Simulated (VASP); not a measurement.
A run of VASP 6.6.1 is set up as follows.

File POSCAR:

```
HfB2
1.0
    3.1400000000      0.0000000000      0.0000000000
   -1.5700000000      2.7193197679      0.0000000000
    0.0000000000      0.0000000000      3.4800000000
Hf B
1 2
Direct
    0.0000000000      0.0000000000      0.0000000000
    0.6666666667      0.3333333333      0.5000000000
    0.3333333333      0.6666666667      0.5000000000
```

The input INCAR.step1:

```
  PREC = Accurate
  ENCUT = 520
  ISMEAR = -1
  SIGMA = 0.05
  LREAL = F
  LASPH = T
  NELM = 150
  MAGMOM = 0 0 0 0 0 0 0 0 0
  LSORBIT = T
  GGA_COMPAT = F
  LMAXMIX = 4
  NBANDS = 29
  GGA = PE
  ALGO = Normal
  EDIFF = 1E-4
  LWAVE = T
  LCHARG = F
```

The input INCAR.step2:

```
  PREC = Accurate
  ENCUT = 520
  EDIFF = 1E-6
  ISMEAR = -1
  SIGMA = 0.05
  LREAL = F
  LASPH = T
  NELM = 150
  ALGO = Normal
  ISIF = 2
  LWAVE = F
  LCHARG = T
  MAGMOM = 0 0 0 0 0 0 0 0 0
  LORBIT = 11
  LSORBIT = T
  GGA_COMPAT = F
  LORBMOM = T
  LMAXMIX = 4
  METAGGA = R2SCAN
  LMIXTAU = T
  LVHAR = T
  NBANDS = 29
  ISTART = 1
```

The input KPOINTS:

```
regular mesh
0
Gamma
  7 7 6
```

Potentials or basis: VASP PAW PBE potentials, release 64 (Hf_pv, B).

Run with:

```sh
$ cat potpaw_PBE.64/Hf_pv/POTCAR potpaw_PBE.64/B/POTCAR > POTCAR
$ cp INCAR.step1 INCAR
$ mpirun -np 1 vasp_ncl > vasp.out
$ cp INCAR.step2 INCAR
$ mpirun -np 1 vasp_ncl > vasp.out
```

(1) Estimate the pressure.

(2) Estimate the net moment.

Results:

(1) -1.2 GPa.

(2) 0.00 μB per cell.

Caveat: the PAW data sets were made with another functional, which shifts forces and pressure a little.
